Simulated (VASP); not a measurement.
BeS4: relaxation of cell and atoms with PBE

BeS4:

```
CELL_PARAMETERS angstrom
5.04384 0.00000 0.00000
0.00000 5.04384 0.00000
0.00000 0.00000 3.36728
ATOMIC_POSITIONS crystal
Be 0.50000 0.50000 0.00000
S 0.25170 0.25170 0.50000
S 0.74830 0.74830 0.50000
S 0.74830 0.25170 0.50000
S 0.25170 0.74830 0.50000
```

The cell was built from a structure type or drawn by symmetry, and may not be a known phase.

* Program: VASP 6.6.1
* Task: relaxation of cell and atoms
* Functional: PBE
* Potentials or basis: VASP PAW PBE potentials, release 64 (Be, S)
* Cutoff: 600 eV
* k mesh: 4 × 4 × 6
* Occupations: gaussian, width 0.1 eV
* Spin: no spin polarisation
* Dipole correction: no
* Further INCAR settings: ALGO = Normal; EDIFF = 1e-06; IBRION = 2; EDIFFG = -0.04; NSW = 90; ISIF = 3

| Item | Value |
| --- | --- |
| Pressure after relaxing | -0.1 GPa |
| Band gap on the k mesh | zero (bands 13 and 14 overlap by 4.04 eV) |

Forces in eV/Å, atoms in the order of the input:
```
Be   0.000  0.000  0.000
S    0.001  0.001  0.000
S   -0.001 -0.001  0.000
S   -0.001  0.001  0.000
S    0.001 -0.001  0.000
```

Stress tensor (GPa, compression positive):
```
-0.33  0.00  0.00
 0.00 -0.33  0.00
 0.00  0.00  0.27
```

Final structure:
```yaml
crystal:
  lattice:
    - [5.04384, 0.00000, 0.00000]
    - [0.00000, 5.04384, 0.00000]
    - [0.00000, 0.00000, 3.36728]
  atoms:
    - { symbol: Be, position: [0.50000, 0.50000, 0.00000] }
    - { symbol: S, position: [0.25170, 0.25170, 0.50000] }
    - { symbol: S, position: [0.74830, 0.74830, 0.50000] }
    - { symbol: S, position: [0.74830, 0.25170, 0.50000] }
    - { symbol: S, position: [0.25170, 0.74830, 0.50000] }
```

Levels at points of the mesh, in eV from the Fermi level:
```
           k point  band 9  band 10  band 11  band 12  band 13  band 14  band 15  band 16  band 17
(0.00, 0.00, 0.00)   -3.79    -0.99    -0.99     1.09     1.72     2.21     2.21     3.02     4.04
(0.50, 0.00, 0.00)   -3.21    -2.12    -1.35    -0.91    -0.32     0.09     2.74     2.77     3.31
(0.50, 0.50, 0.00)   -2.70    -2.43    -1.96    -1.85    -1.85    -1.38    -1.38    -1.03     3.29
(0.00, 0.00, 0.50)   -4.97    -4.41    -4.41    -1.25     0.95     2.70     2.70     2.81     3.12
(0.50, 0.00, 0.50)   -3.82    -3.33    -2.86    -2.52    -0.81    -0.53     2.44     2.91     3.38
(0.50, 0.50, 0.50)   -2.72    -2.69    -2.69    -2.62    -2.08    -1.43    -1.38    -1.38     4.91
```

Wall time 53 s on 1 thread of Intel Xeon 8259CL, with other jobs on the host, peak memory 0.21 GiB.

Caveat: the relaxation stopped at its first step, so nothing moved.
